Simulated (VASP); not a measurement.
Input of a VASP 6.6.1 run:

The input INCAR:

```
PREC     = Accurate       # precision mode
ENCUT    = 520            # plane-wave cutoff, eV
EDIFF    = 1E-7           # SCF threshold, eV
ISMEAR   = -1             # smearing method
SIGMA    = 0.01           # smearing width, eV
LREAL    = Auto         
LASPH    = True           # aspherical terms in the spheres
NELM     = 80             # most SCF steps
ALGO     = Normal         # electronic algorithm
ISIF     = 2              # what is computed and relaxed
LWAVE    = False          # write WAVECAR
LCHARG   = True           # write CHGCAR
GGA      = PE             # functional
LELF     = True           # ELF
LVHAR    = True         
NELECT   = 134.0        
NBANDS   = 86             # bands
```

The input KPOINTS:

```
Automatic mesh
0
Gamma
  3 3 3
```

File POSCAR:

```
Mg16Ge7As
1.0
    0.0000000000      6.3780000000      6.3780000000
    6.3780000000      0.0000000000      6.3780000000
    6.3780000000      6.3780000000      0.0000000000
Mg As Ge
16 1 7
Direct
    0.1280065012      0.1280065012      0.1280065012
    0.1280065012      0.1280065012      0.6159804963
    0.1280065012      0.6159804963      0.1280065012
    0.1278058159      0.6240647280      0.6240647280
    0.6159804963      0.1280065012      0.1280065012
    0.6240647280      0.1278058159      0.6240647280
    0.6240647280      0.6240647280      0.1278058159
    0.6240647280      0.6240647280      0.6240647280
    0.3759352720      0.3759352720      0.3759352720
    0.3759352720      0.3759352720      0.8721941841
    0.3759352720      0.8721941841      0.3759352720
    0.3840195037      0.8719934988      0.8719934988
    0.8721941841      0.3759352720      0.3759352720
    0.8719934988      0.3840195037      0.8719934988
    0.8719934988      0.8719934988      0.3840195037
    0.8719934988      0.8719934988      0.8719934988
    0.0000000000      0.0000000000      0.0000000000
    0.0000000000      0.0000000000      0.5000000000
    0.0000000000      0.5000000000      0.0000000000
    0.0000000000      0.5000000000      0.5000000000
    0.5000000000      0.0000000000      0.0000000000
    0.5000000000      0.0000000000      0.5000000000
    0.5000000000      0.5000000000      0.0000000000
    0.5000000000      0.5000000000      0.5000000000
```

Potentials or basis: VASP PAW PBE potentials, release 64 (Mg, As, Ge_d).

Launch:

```sh
$ cat potpaw_PBE.64/Mg/POTCAR potpaw_PBE.64/As/POTCAR potpaw_PBE.64/Ge_d/POTCAR > POTCAR
$ mpirun -np 1 vasp_std > vasp.out
```

Question: Predict the largest force.

Answer: 0.008 eV/Å.

Forces in eV/Å, atoms in the order of the input:
```
Mg   0.000  0.000  0.000
Mg   0.000  0.000  0.000
Mg   0.000  0.000  0.000
Mg  -0.005  0.005  0.005
Mg   0.000  0.000  0.000
Mg   0.005 -0.005  0.005
Mg   0.005  0.005 -0.005
Mg  -0.005 -0.005 -0.005
Mg   0.005  0.005  0.005
Mg  -0.005 -0.005  0.005
Mg  -0.005  0.005 -0.005
Mg   0.000  0.000  0.000
Mg   0.005 -0.005 -0.005
Mg   0.000  0.000  0.000
Mg   0.000  0.000  0.000
Mg   0.000  0.000  0.000
As   0.000  0.000  0.000
Ge   0.000  0.000  0.000
Ge   0.000  0.000  0.000
Ge   0.000  0.000  0.000
Ge   0.000  0.000  0.000
Ge   0.000  0.000  0.000
Ge   0.000  0.000  0.000
Ge   0.000  0.000  0.000
```

Caveat: the cell carries a net charge on a neutralising background, which shifts energy and pressure.
